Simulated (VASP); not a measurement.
Set up this calculation in VASP 6.6.1, as the native input.

```
Task                   : single point
Functional             : PBE
Potentials or basis    : VASP PAW PBE potentials, release 64 (In_d, Cu, O)
Cutoff                 : 520 eV
k mesh                 : 4 × 4 × 4
Occupations            : gaussian, width 0.1 eV
Spin                   : collinear spin
Starting moments       : [0.0, 0.0, 1.0, 0.0, 0.0, 0.0, 0.0] μB
Dipole correction      : no
Further INCAR settings : ALGO = Normal; EDIFF = 1e-07; NBANDS = 44
```

The structure of In2CuO4 lies in POSCAR:

```
In2CuO4
1.0
    0.0000000000      4.2791912000      4.3516239000
    2.8577343700      0.0000000000      4.3516239000
    2.8577343700      4.2791912000      0.0000000000
In Cu O
2 1 4
Direct
    0.0000000000      0.0000000000      0.5000000000
    0.5000000000      0.5000000000      0.0000000000
    0.5000000000      0.5000000000      0.5000000000
    0.8502634000      0.8502634000      0.1497366000
    0.1497366000      0.1497366000      0.8502634000
    0.5000000000      0.0000000000      0.5000000000
    0.0000000000      0.5000000000      0.0000000000
```

The cell was built from a structure type or drawn by symmetry, and may not be a known phase.

These files were run (other wordings do the same):

INCAR

```
PREC = Accurate
ENCUT = 520
EDIFF = 1E-7
ISMEAR = 0
SIGMA = 0.1
LREAL = F
LASPH = T
NELM = 150
ALGO = Normal
ISIF = 2
LWAVE = F
LCHARG = T
ISPIN = 2
MAGMOM = 0 0 1 0 0 0 0
LORBIT = 11
LMAXMIX = 4
GGA = PE
LELF = T
LVHAR = T
NBANDS = 44
```

KPOINTS

```
regular mesh
0
Gamma
  4 4 4
```

Potentials or basis: VASP PAW PBE potentials, release 64 (In_d, Cu, O).

Run with:

```console
$ cat potpaw_PBE.64/In_d/POTCAR potpaw_PBE.64/Cu/POTCAR potpaw_PBE.64/O/POTCAR > POTCAR
$ mpirun -np 1 vasp_std > vasp.out
```

It gave:

The pressure is 3.6 GPa and the largest force is 1.927 eV/Å. The net moment is 0.00 μB per cell. The valence electrons inside the program's atomic spheres are In 11.30; Cu 9.89; O 4.77, 4.75 (each value once).

Caveat: the k points lie up to 0.38 Å⁻¹ apart; forces of over 1 eV/Å act on the atoms, so gaps and moduli don't describe the material at rest.

Run time: 6.1 min on 1 thread of Intel(R) Xeon(R) Platinum 8488C (Sapphire Rapids), on a shared host, peak memory 0.39 GiB.
